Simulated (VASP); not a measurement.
# Ge5H2 (Germanium) in VASP: single point with PBE+D3(BJ)

Aim: the single point of Ge5H2 (Germanium) with PBE+D3(BJ).

All numbers are computed with VASP 6.6.1; they aren't measurements. Logs are shortened: lines on timing, memory, paths and dates and some standing lists are left out, and cuts for length are marked.

### Step 1. The cell of the first run

The cell holds a slab with vacuum, 7 atoms: a = 4.030 Å, b = 4.030 Å, c = 23.612 Å, α = 90.00°, β = 90.00°, γ = 90.00°.

### Step 2. Single point, PBE+D3(BJ)

Input file INCAR:

```
SYSTEM = Ge5H2
ALGO = Normal ; DIPOL = 0.5 0.5 0.475
EDIFF = 1E-6 ; ENCUT = 520
GGA = PE ; IDIPOL = 3
ISIF = 2 ; ISMEAR = 0
IVDW = 12 ; LASPH = .True.
LCHARG = .False. ; LDIPOL = .True.
LREAL = .False. ; LWAVE = .False.
NBANDS = 45 ; NELM = 100
PREC = Accurate ; SIGMA = 0.1
```

Input file KPOINTS:

```
k-points
0
Gamma
  7 7 1
  0 0 0
```

Input file POSCAR:

```
Ge5H2
1.0
    4.0300782715      0.0000000000      0.0000000000
    0.0000000000      4.0300782715      0.0000000000
    0.0000000000      0.0000000000     23.6116833489
H Ge
2 5
Direct
    0.5000000000      0.8201104081      0.3599912753
    0.5000000000      0.1798895919      0.3599912753
    0.5000000000      0.5000000000      0.3986285883
    0.0000000000      0.5000000000      0.4589736224
    0.0000000000      0.0000000000      0.5200316010
    0.5000000000      0.0000000000      0.5802878062
    0.5000000000      0.5000000000      0.6437504849
```

Potentials or basis: VASP PAW PBE potentials, release 64 (H, Ge_d).

The run is started by

```console
$ cat potpaw_PBE.64/H/POTCAR potpaw_PBE.64/Ge_d/POTCAR > POTCAR
$ mpirun -np 1 vasp_std > vasp.out
```

OUTCAR:

```text
SYSTEM = Ge5H2
   EDIFF = 1E-6
   ENCUT = 520
   GGA = PE
   ISIF = 2
   ISMEAR = 0
   IVDW = 12
   LASPH = .True.
   LREAL = .False.
   NELM = 100
   PREC = Accurate
 IVDW          = 12

 ion  position               nearest neighbor table
   1  0.500  0.820  0.360-   3 1.58
   2  0.500  0.180  0.360-   3 1.58
   3  0.500  0.500  0.399-   1 1.58   2 1.58   4 2.47   4 2.47
   4  0.000  0.500  0.459-   3 2.47   3 2.47   5 2.48   5 2.48
   5  0.000  0.000  0.520-   6 2.47   6 2.47   4 2.48   4 2.48
   6  0.500  0.000  0.580-   5 2.47   5 2.47   7 2.51   7 2.51
   7  0.500  0.500  0.644-   6 2.51   6 2.51

  LATTYP: Found a simple tetragonal cell.
 ALAT       =     4.0300782715
 C/A-ratio  =     5.8588647064

  Lattice vectors:

 A1 = (   4.0300782715,   0.0000000000,   0.0000000000)
 A2 = (   0.0000000000,   4.0300782715,   0.0000000000)
 A3 = (   0.0000000000,   0.0000000000,  23.6116833489)

Analysis of symmetry for initial positions (statically):
=====================================================================
 Subroutine PRICEL returns:
 Original cell was already a primitive cell.

 Routine SETGRP: Setting up the symmetry group for a
 simple tetragonal supercell.

 Subroutine GETGRP returns: Found  4 space group operations
 (whereof  4 operations were pure point group operations)
 out of a pool of 16 trial point group operations.

The static configuration has the point symmetry C_2v.

Analysis of symmetry for dynamics (positions and initial velocities):
=====================================================================
 Subroutine PRICEL returns:
 Original cell was already a primitive cell.

 Routine SETGRP: Setting up the symmetry group for a
 simple tetragonal supercell.

 Subroutine GETGRP returns: Found  4 space group operations
 (whereof  4 operations were pure point group operations)
 out of a pool of 16 trial point group operations.

The dynamic configuration has the point symmetry C_2v.

 Subroutine INISYM returns: Found  4 space group operations
 (whereof  4 operations are pure point group operations),
 and found     1 'primitive' translations

----------------------------------------------------------------------------------------

                                     Primitive cell

  volume of cell :     383.4899

  direct lattice vectors                    reciprocal lattice vectors
     4.030078271  0.000000000  0.000000000     0.248134139  0.000000000  0.000000000
     0.000000000  4.030078271  0.000000000     0.000000000  0.248134139  0.000000000
     0.000000000  0.000000000 23.611683349     0.000000000  0.000000000  0.042351915

  length of vectors
     4.030078271  4.030078271 23.611683349     0.248134139  0.248134139  0.042351915

  position of ions in fractional coordinates (direct lattice)
     0.500000000  0.820110408  0.359991275
     0.500000000  0.179889592  0.359991275
     0.500000000  0.500000000  0.398628588
     0.000000000  0.500000000  0.458973622
     0.000000000  0.000000000  0.520031601
     0.500000000  0.000000000  0.580287806
     0.500000000  0.500000000  0.643750485

  ion indices of the primitive-cell ions
   primitive index   ion index
                 1           1
                 2           2
                 3           3
                 4           4
                 5           5
                 6           6
                 7           7

----------------------------------------------------------------------------------------

 KPOINTS: k-points

Automatic generation of k-mesh.
 Grid dimensions read from file:
 generate k-points for:    7    7    1

 Generating k-lattice:

  Cartesian coordinates                     Fractional coordinates (reciprocal lattice)
     0.035447734  0.000000000  0.000000000     0.142857143  0.000000000  0.000000000
     0.000000000  0.035447734  0.000000000     0.000000000  0.142857143  0.000000000
     0.000000000  0.000000000  0.042351915     0.000000000  0.000000000  1.000000000

  Length of vectors
     0.035447734  0.035447734  0.042351915

  Shift w.r.t. Gamma in fractional coordinates (k-lattice)
     0.000000000  0.000000000  0.000000000

 Subroutine IBZKPT returns following result:
 ===========================================

 Found     16 irreducible k-points:

 Following reciprocal coordinates:
            Coordinates               Weight
  0.000000  0.000000  0.000000      1.000000
  0.142857  0.000000  0.000000      2.000000
  0.000000  0.142857  0.000000      2.000000
  0.285714  0.000000  0.000000      2.000000
  0.000000  0.285714  0.000000      2.000000
  0.428571  0.000000  0.000000      2.000000
[... 8 lines left out ...]
 -0.285714  0.428571  0.000000      4.000000
  0.428571  0.428571  0.000000      4.000000
   k-points           NKPTS =     16   k-points in BZ     NKDIM =     16   number of bands    NBANDS=     45
   number of dos      NEDOS =    301   number of ions     NIONS =      7
   total plane-waves  NPLWV = 162000
   dimension x,y,z NGX =    30 NGY =   30 NGZ =  180
   dimension x,y,z NGXF=    60 NGYF=   60 NGZF=  360
   ions per type =               2   5
   NGX,Y,Z   is equivalent  to a cutoff of  12.38, 12.38, 12.67 a.u.
   NGXF,Y,Z  is equivalent  to a cutoff of  24.75, 24.75, 25.35 a.u.
 SYSTEM =  Ge5H2
   PREC   = accura    normal or accurate (medium, high low for compatibility)
   ISTART =      0    job   : 0-new  1-cont  2-samecut
   ICHARG =      2    charge: 1-file 2-atom 10-const
   ISPIN  =      1    spin polarized calculation?
   LNONCOLLINEAR =      F non collinear calculations
   LSORBIT =      F    spin-orbit coupling
   LASPH  =      T    aspherical Exc in radial PAW
   ENCUT  =  520.0 eV  38.22 Ry    6.18 a.u.   7.49  7.49 43.90*2*pi/ulx,y,z
   NELM   =    100;   NELMIN=  2; NELMDL= -5     # of ELM steps
   EDIFF  = 0.1E-05   stopping-criterion for ELM
   LREAL  =      F    real-space projection
   EDIFFG = 0.1E-04   stopping-criterion for IOM
   NSW    =      0    number of steps for IOM
   IBRION =     -1    ionic relax: 0-MD 1-quasi-New 2-CG
   NFREE  =      0    steps in history (QN), initial steepest desc. (CG)
   ISIF   =      2    stress and relaxation
   ISYM   =      2    0-nonsym 1-usesym 2-fastsym
   POTIM  = 0.5000    time-step for ionic-motion
   TEBEG  =    0.0;   TEEND  =   0.0 temperature during run
   PSTRESS=    0.0 pullay stress
   NELECT =      72.0000    total number of electrons
   NUPDOWN=      -1.0000    fix difference up-down
   EMIN   =  10.00;   EMAX   =-10.00  energy-range for DOS
   EFERMI =   0.00;   METHOD = LEGACY
   ISMEAR =     0;   SIGMA  =   0.10  broadening in eV -4-tet -1-fermi 0-gaus
   EFERMI_NEDOS =   21; number of points for ismear=-14 and -15
   IALGO  =     38    algorithm
   IMIX   =      4    mixing-type and parameters
     AMIX     =   0.40;   BMIX     =  1.00
     AMIX_MAG =   1.60;   BMIX_MAG =  1.00
  volume/ion in A,a.u.               =      54.78       369.70
  Fermi-wavevector in a.u.,A,eV,Ry     =   0.937420  1.771468 11.956213  0.878757
  Thomas-Fermi vector in A             =   2.064529
   LORBIT       =      0    0 simple, 1 ext, 2 COOP (PROOUT), +10 PAW based schemes
   GGA     = PE    functional components
   LHFCALC =     F    Hartree Fock is set to
   AEXX    =    0.0000 exact exchange contribution
   IVDW    =    12    specifies the selected vdW correction
   LEPSILON=     F    determine dielectric tensor
   LRPA    =     F    only Hartree local field effects (RPA)
 non-spin polarized calculation
 Gauss-broadening in eV      SIGMA  =   0.10
  energy-cutoff  :      520.00
  volume of cell :      383.49
 maximum number of plane-waves:     10389
 NGX is ok and might be reduce to    30
   NGX = 15   NGY = 15   NGZ = 87

 dipolmoment           0.000000      0.000000     -0.121706 electrons x Angstroem

 number of electron      71.9999895 magnetization

 dipolmoment           0.000000      0.000000      0.046284 electrons x Angstroem

 Free energy of the ion-electron system (eV)
  ---------------------------------------------------
  ext. energy  EPLUGINS =         0.00000000
  ---------------------------------------------------
  free energy    TOTEN  =       -27.19016772 eV

  energy without entropy =      -27.17385887  energy(sigma->0) =      -27.18201329

 E-fermi :  -2.0172     XC(G=0):  -3.8431

 val. band max:       -2.0835617877   @ k =   0.4286   0.2857   0.0000
 cond. band min:      -2.0062225111   @ k =   0.1429   0.0000   0.0000
 fundamental gap:      0.0773392766
 Fermi energy:        -2.0171969378

 k-point     1 :       0.0000    0.0000    0.0000
  band No.  band energies     occupation
      1     -26.3279      2.00000
      2     -26.2623      2.00000
      3     -26.2609      2.00000
      4     -26.2557      2.00000
      5     -26.2265      2.00000
      6     -26.2179      2.00000
[... 37 lines left out ...]
     44       2.2440      0.00000
     45       2.7884      0.00000

 k-point     2 :       0.1429    0.0000    0.0000
  band No.  band energies     occupation
      1     -26.3285      2.00000
      2     -26.2729      2.00000
      3     -26.2557      2.00000
      4     -26.2508      2.00000
      5     -26.2252      2.00000
      6     -26.2179      2.00000
[... 37 lines left out ...]
     44       2.3245      0.00000
     45       2.8657      0.00000

 k-point     3 :       0.0000    0.1429    0.0000
  band No.  band energies     occupation
      1     -26.3307      2.00000
      2     -26.2632      2.00000
      3     -26.2619      2.00000
      4     -26.2448      2.00000
      5     -26.2371      2.00000
      6     -26.2040      2.00000
[... 37 lines left out ...]
     44       2.7712      0.00000
     45       2.8689      0.00000

 k-point     4 :       0.2857    0.0000    0.0000
  band No.  band energies     occupation
      1     -26.3298      2.00000
      2     -26.2792      2.00000
      3     -26.2511      2.00000
      4     -26.2479      2.00000
      5     -26.2213      2.00000
      6     -26.2181      2.00000
[... 517 lines left out ...]
     44       3.9621      0.00000
     45       4.3532      0.00000

 k-point    15 :      -0.2857    0.4286    0.0000
  band No.  band energies     occupation
      1     -26.3210      2.00000
      2     -26.2982      2.00000
      3     -26.2624      2.00000
      4     -26.2478      2.00000
      5     -26.2016      2.00000
      6     -26.1719      2.00000
[... 37 lines left out ...]
     44       3.8840      0.00000
     45       4.6266      0.00000

 k-point    16 :       0.4286    0.4286    0.0000
  band No.  band energies     occupation
      1     -26.3230      2.00000
      2     -26.3005      2.00000
      3     -26.2581      2.00000
      4     -26.2424      2.00000
      5     -26.2009      2.00000
      6     -26.1678      2.00000
[... 37 lines left out ...]
     44       3.9918      0.00000
     45       4.2626      0.00000

------------------------ aborting loop because EDIFF is reached ----------------------------------------

 vacuum level on the upper side and lower side of the slab       (xc-potential included)         0.148        -0.375

 Edisp (eV)   -1.16471

 E8    (eV) :    -0.5242

  FORCE on cell =-STRESS in cart. coord.  units (eV):
  Direction    XX          YY          ZZ          XY          YZ          ZX
  --------------------------------------------------------------------------------------
  -------------------------------------------------------------------------------------
  Total      -1.70121     0.38415    -0.52755     0.00000     0.00000     0.00000
  in kB      -7.10747     1.60492    -2.20406     0.00000     0.00000     0.00000
  external pressure =       -2.57 kB  Pullay stress =        0.00 kB

 VOLUME and BASIS-vectors are now :
 -----------------------------------------------------------------------------
  energy-cutoff  :      520.00
  volume of cell :      383.49
      direct lattice vectors                 reciprocal lattice vectors
     4.030078271  0.000000000  0.000000000     0.248134139  0.000000000  0.000000000
     0.000000000  4.030078271  0.000000000     0.000000000  0.248134139  0.000000000
     0.000000000  0.000000000 23.611683349     0.000000000  0.000000000  0.042351915

 POSITION                                       TOTAL-FORCE (eV/Angst)
 -----------------------------------------------------------------------------------
      2.01504      3.30511      8.50000         0.000000     -0.471697      0.148490
      2.01504      0.72497      8.50000         0.000000      0.471697      0.148490
      2.01504      2.01504      9.41229         0.000000      0.000000     -0.158946
      0.00000      2.01504     10.83714         0.000000      0.000000     -0.132253
      0.00000      0.00000     12.27882         0.000000      0.000000     -0.007264
      2.01504      0.00000     13.70157         0.000000      0.000000     -0.008293
      2.01504      2.01504     15.20003         0.000000      0.000000      0.009775
 -----------------------------------------------------------------------------------
    total drift:                                0.000000     -0.000000     -0.001979

  FREE ENERGIE OF THE ION-ELECTRON SYSTEM (eV)
  ---------------------------------------------------
  free  energy   TOTEN  =       -28.3548780308 eV

  energy  without entropy=      -28.3385691885  energy(sigma->0) =      -28.34672361

 vacuum level on the upper side and lower side of the slab         3.038         2.516
```

Wall time 8.2 min (1 thread of Intel Xeon 6975P-C, shared host); peak memory 0.53 GiB.

What came out:

```
Free energy                : -28.3549 eV
Largest force              : 0.495 eV/Å
Band gap on the k mesh     : zero (band 36 reaches -1.82 eV, above the bottom of band 37 at -2.18 eV)
Dispersion energy per atom : -0.166 eV
```

Forces in eV/Å, atoms in the order of the input:
```
H    0.000 -0.472  0.148
H    0.000  0.472  0.148
Ge   0.000  0.000 -0.159
Ge   0.000  0.000 -0.132
Ge   0.000  0.000 -0.007
Ge   0.000  0.000 -0.008
Ge   0.000  0.000  0.010
```
